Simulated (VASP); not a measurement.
# AlN (Pm) in VASP: a series of runs

The runs below take AlN through single point, with LDA.

Everything below comes from runs of VASP 6.6.1. Logs are shortened: lines on timing, memory, paths and dates and some standing lists are left out, and cuts for length are marked.

### 1 The cell of the first run

The structure is monoclinic, space group Pm (No. 6). Conventional cell: a = 3.276 Å, b = 4.101 Å, c = 5.674 Å, α = 90.00°, β = 90.00°, γ = 90.00°. Within 2.3 Å of Al (site symmetry m) lie 5 N at 1.66 to 2.28 Å. Al (site symmetry m) has 5 N at 1.89 to 2.05 Å within 2.5 Å. Al (site symmetry m) has 5 N at 1.89 to 2.05 Å within 2.5 Å. Within 2.5 Å of Al (site symmetry m) lie 5 N at 1.89 to 2.05 Å. Within 2.5 Å of N (site symmetry m) lie 5 Al at 1.89 to 2.09 Å. N (site symmetry m) has 5 Al at 1.89 to 2.05 Å within 2.5 Å. N (site symmetry m) has 5 Al at 1.81 to 2.28 Å within 2.4 Å. N (site symmetry m) has 5 Al at 1.66 to 2.05 Å within 2.2 Å.

### 2 Single point, LDA (atom 1 (Al) moved by -0.372 Å along [1 0 0] and +0.124 Å along [1 2 0])

Contents of INCAR:

```
SYSTEM = AlN
ALGO = Normal
EDIFF = 1E-7
ENCUT = 520
GGA = CA
ISIF = 2
ISMEAR = 0
LASPH = .True.
LCHARG = .True.
LELF = .True.
LREAL = .False.
LVHAR = .True.
LWAVE = .False.
NBANDS = 26
NELM = 100
PREC = Accurate
SIGMA = 0.05
```

Contents of KPOINTS:

```
k-points
0
Gamma
  8 6 4
  0 0 0
```

Contents of POSCAR:

```
AlN
1.0
   -1.6378403119      2.8368226349      0.0000000000
    0.0000000000      0.0000000000      4.1006264518
    4.9135209358      2.8368226349      0.0000000000
Al N
4 4
Direct
    0.5895652488      0.7500000000      0.1208122930
    1.0000000000      0.7500000000      0.6666666667
    0.0000000000      0.2500000000      0.3333333333
    0.5000000000      0.2500000000      0.8333333333
    0.5000000000      0.2500000000      0.1666666667
    1.0000000000      0.2500000000      0.6666666667
    0.0000000000      0.7500000000      0.3333333333
    0.5000000000      0.7500000000      0.8333333333
```

Potentials or basis: VASP PAW LDA potentials, release 64 (Al, N).

Started as:

```console
> cat potpaw_LDA.64/Al/POTCAR potpaw_LDA.64/N/POTCAR > POTCAR
> mpirun -np 1 vasp_std > vasp.out
```

OUTCAR:

```text
SYSTEM = AlN
   EDIFF = 1E-7
   ENCUT = 520
   GGA = CA
   ISIF = 2
   ISMEAR = 0
   LASPH = .True.
   LREAL = .False.
   NELM = 100
   PREC = Accurate

 ion  position               nearest neighbor table
   1  0.590  0.750  0.121-   8 1.66   7 1.81   5 2.09   5 2.09   7 2.28   4 2.64   4 2.64   3 2.73
                             3 2.73   2 2.91   3 3.06   3 3.06   2 3.22
   2  0.000  0.750  0.667-   8 1.89   8 1.89   7 1.89   6 2.05   6 2.05   4 2.79   4 2.79   4 2.79
                             4 2.79   3 2.79   3 2.79   1 2.91   1 3.22
   3  0.000  0.250  0.333-   5 1.89   5 1.89   6 1.89   7 2.05   7 2.05   1 2.73   1 2.73   2 2.79
                             2 2.79   1 3.06   1 3.06   4 3.28   4 3.28   4 3.28   4 3.28
   4  0.500  0.250  0.833-   6 1.89   6 1.89   5 1.89   8 2.05   8 2.05   1 2.64   1 2.64   2 2.79
                             2 2.79   2 2.79   2 2.79   3 3.28   3 3.28   3 3.28   3 3.28
   5  0.500  0.250  0.167-   3 1.89   3 1.89   4 1.89   1 2.09   1 2.09
   6  0.000  0.250  0.667-   4 1.89   4 1.89   3 1.89   2 2.05   2 2.05
   7  0.000  0.750  0.333-   1 1.81   2 1.89   3 2.05   3 2.05   1 2.28
   8  0.500  0.750  0.833-   1 1.66   2 1.89   2 1.89   4 2.05   4 2.05

  LATTYP: Found a simple orthorhombic cell.
 ALAT       =     3.2756806238
 B/A-ratio  =     1.2518395176
 C/A-ratio  =     1.7320508076

  Lattice vectors:

 A1 = (  -1.6378403119,   2.8368226349,   0.0000000000)
 A2 = (   0.0000000000,   0.0000000000,   4.1006264518)
 A3 = (   4.9135209358,   2.8368226349,   0.0000000000)

Analysis of symmetry for initial positions (statically):
=====================================================================
 Subroutine PRICEL returns:
 Original cell was already a primitive cell.

 Routine SETGRP: Setting up the symmetry group for a
 simple orthorhombic supercell.

 Subroutine GETGRP returns: Found  2 space group operations
 (whereof  1 operations were pure point group operations)
 out of a pool of  8 trial point group operations.

The static configuration has the point symmetry C_1 .
 The point group associated with its full space group is C_1h.

Analysis of symmetry for dynamics (positions and initial velocities):
=====================================================================
 Subroutine PRICEL returns:
 Original cell was already a primitive cell.

 Routine SETGRP: Setting up the symmetry group for a
 simple orthorhombic supercell.

 Subroutine GETGRP returns: Found  2 space group operations
 (whereof  1 operations were pure point group operations)
 out of a pool of  8 trial point group operations.

The dynamic configuration has the point symmetry C_1 .
[... 115 lines left out ...]
   NSW    =      0    number of steps for IOM
   IBRION =     -1    ionic relax: 0-MD 1-quasi-New 2-CG
   NFREE  =      0    steps in history (QN), initial steepest desc. (CG)
   ISIF   =      2    stress and relaxation
   ISYM   =      2    0-nonsym 1-usesym 2-fastsym
   POTIM  = 0.5000    time-step for ionic-motion
   TEBEG  =    0.0;   TEEND  =   0.0 temperature during run
   PSTRESS=    0.0 pullay stress
   NELECT =      32.0000    total number of electrons
   NUPDOWN=      -1.0000    fix difference up-down
   EMIN   =  10.00;   EMAX   =-10.00  energy-range for DOS
   EFERMI =   0.00;   METHOD = LEGACY
   ISMEAR =     0;   SIGMA  =   0.05  broadening in eV -4-tet -1-fermi 0-gaus
   EFERMI_NEDOS =   21; number of points for ismear=-14 and -15
   IALGO  =     38    algorithm
   IMIX   =      4    mixing-type and parameters
     AMIX     =   0.40;   BMIX     =  1.00
     AMIX_MAG =   1.60;   BMIX_MAG =  1.00
  volume/ion in A,a.u.               =       9.53        64.29
  Fermi-wavevector in a.u.,A,eV,Ry     =   1.225896  2.316607 20.447110  1.502820
  Thomas-Fermi vector in A             =   2.360917
   LORBIT       =      0    0 simple, 1 ext, 2 COOP (PROOUT), +10 PAW based schemes
   GGA     = CA    functional components
   LHFCALC =     F    Hartree Fock is set to
   AEXX    =    0.0000 exact exchange contribution
   IVDW    =     0    specifies the selected vdW correction
   LEPSILON=     F    determine dielectric tensor
   LRPA    =     F    only Hartree local field effects (RPA)
 non-spin polarized calculation
 Gauss-broadening in eV      SIGMA  =   0.05
  energy-cutoff  :      520.00
  volume of cell :       76.21
 maximum number of plane-waves:      2088
   NGX = 13   NGY = 15   NGZ = 21

 number of electron      32.0000003 magnetization

 Free energy of the ion-electron system (eV)
  ---------------------------------------------------
  ext. energy  EPLUGINS =         0.00000000
  ---------------------------------------------------
  free energy    TOTEN  =       -63.65918274 eV

  energy without entropy =      -63.65918274  energy(sigma->0) =      -63.65918274

 E-fermi :   8.4047     XC(G=0): -11.6740

 val. band max:        8.1706287879   @ k =   0.0000   0.0000   0.0000
 cond. band min:      11.1235143290   @ k =   0.0000   0.0000   0.0000
 fundamental gap:      2.9528855411
 Fermi energy:         8.4046885381

 k-point     1 :       0.0000    0.0000    0.0000
  band No.  band energies     occupation
      1      -9.0133      2.00000
      2      -6.6962      2.00000
      3      -5.8793      2.00000
      4      -4.5656      2.00000
      5       0.8625      2.00000
      6       1.4750      2.00000
[... 685 lines left out ...]
     25      17.9550      0.00000
     26      18.4022      0.00000

 [... further k-points ...]
[... 5 lines left out ...]
  --------------------------------------------------------------------------------------
  -------------------------------------------------------------------------------------
  Total        3.4195887      4.6216406      0.3653853      4.6421579      0.0000000      0.0000000
  in kB       71.8903363     97.1611881      7.6815292     97.5925238      0.0000000      0.0000000
  external PRESSURE =      58.9110179 kB  Pullay stress =       0.0000000 kB

 VOLUME and BASIS-vectors are now :
 -----------------------------------------------------------------------------
  energy-cutoff  :      520.00
  volume of cell :       76.21
      direct lattice vectors                 reciprocal lattice vectors
    -1.637840312  2.836822635  0.000000000    -0.152640033  0.264380293  0.000000000
     0.000000000  0.000000000  4.100626452     0.000000000  0.000000000  0.243865178
     4.913520936  2.836822635  0.000000000     0.152640033  0.088126764  0.000000000

 POSITION                                       TOTAL-FORCE (eV/Angst)
 -----------------------------------------------------------------------------------
     -0.37200      2.01522      3.07547         7.138461      1.725685      0.000000
      3.27568      1.89122      3.07547        -1.482906     -0.668007      0.000000
      1.63784      0.94561      1.02516        -0.356891      0.334161      0.000000
      3.27568      3.78243      1.02516        -0.049378     -0.390589      0.000000
      0.00000      1.89122      1.02516        -1.458272     -0.007686      0.000000
      3.27568      1.89122      1.02516         0.508879      0.338751      0.000000
      1.63784      0.94561      3.07547        -0.703545      1.084981      0.000000
      3.27568      3.78243      3.07547        -3.596348     -2.417295      0.000000
 -----------------------------------------------------------------------------------
    total drift:                                0.000022     -0.000007     -0.000000

  FREE ENERGIE OF THE ION-ELECTRON SYSTEM (eV)
  ---------------------------------------------------
  free  energy   TOTEN  =       -63.6591827365 eV

  energy  without entropy=      -63.6591827365  energy(sigma->0) =      -63.65918274
```

It took 80 s on 1 thread of AMD EPYC 9R45 (Zen 5), shared host; peak memory 0.19 GiB.

What came out:

```
Free energy            : -63.6592 eV
Pressure               : 5.9 GPa
Largest force          : 7.344 eV/Å
Band gap on the k mesh : 2.95 eV
```

Forces on the atoms (eV/Å):
```
Al   7.138  1.726  0.000
Al  -1.483 -0.668  0.000
Al  -0.357  0.334  0.000
Al  -0.049 -0.391  0.000
N   -1.458 -0.008  0.000
N    0.509  0.339  0.000
N   -0.704  1.085  0.000
N   -3.596 -2.417  0.000
```

Stress tensor (GPa, compression positive):
```
7.19 9.76 0.00
9.76 9.72 0.00
0.00 0.00 0.77
```

Levels at points of the mesh, in eV from the valence-band top:
| k point | band 12 | band 13 | band 14 | band 15 | band 16 | band 17 | band 18 | band 19 | band 20 | band 21 |
| --- | --- | --- | --- | --- | --- | --- | --- | --- | --- | --- |
| (0.00, 0.00, 0.00) | -3.07 | -2.12 | -1.76 | -0.61 | 0.00 | 2.95 | 3.89 | 4.52 | 6.94 | 7.24 |
| (0.50, 0.00, 0.00) | -3.71 | -2.86 | -2.45 | -2.25 | -2.08 | 5.03 | 5.12 | 5.83 | 6.04 | 7.99 |
| (0.00, 0.50, 0.00) | -2.60 | -2.54 | -1.82 | -1.76 | -1.29 | 4.27 | 4.91 | 5.76 | 6.08 | 8.19 |
| (0.50, 0.50, 0.00) | -4.65 | -1.52 | -1.34 | -0.72 | -0.68 | 5.50 | 5.59 | 6.37 | 6.52 | 8.90 |
| (0.00, 0.00, 0.50) | -3.15 | -1.96 | -1.66 | -0.86 | -0.54 | 3.93 | 5.01 | 6.07 | 6.28 | 7.87 |
| (0.50, 0.00, 0.50) | -3.74 | -3.07 | -2.69 | -1.63 | -1.29 | 3.37 | 4.05 | 6.43 | 7.21 | 7.39 |
| (0.00, 0.50, 0.50) | -2.33 | -2.22 | -1.94 | -1.60 | -1.33 | 4.11 | 5.06 | 5.32 | 6.20 | 8.89 |
| (0.50, 0.50, 0.50) | -3.21 | -2.32 | -2.16 | -1.47 | -1.25 | 4.53 | 4.70 | 5.33 | 5.60 | 9.15 |

Caveat: the cell differs from its parent crystal (atom 1 (Al) moved by -0.372 Å along [1 0 0] and +0.124 Å along [1 2 0]); the cell stands under pressure; forces of over 1 eV/Å act on the atoms, so gaps and moduli don't describe the material at rest. A k mesh can miss the band edges.

(Continued in part 2 of 3.)
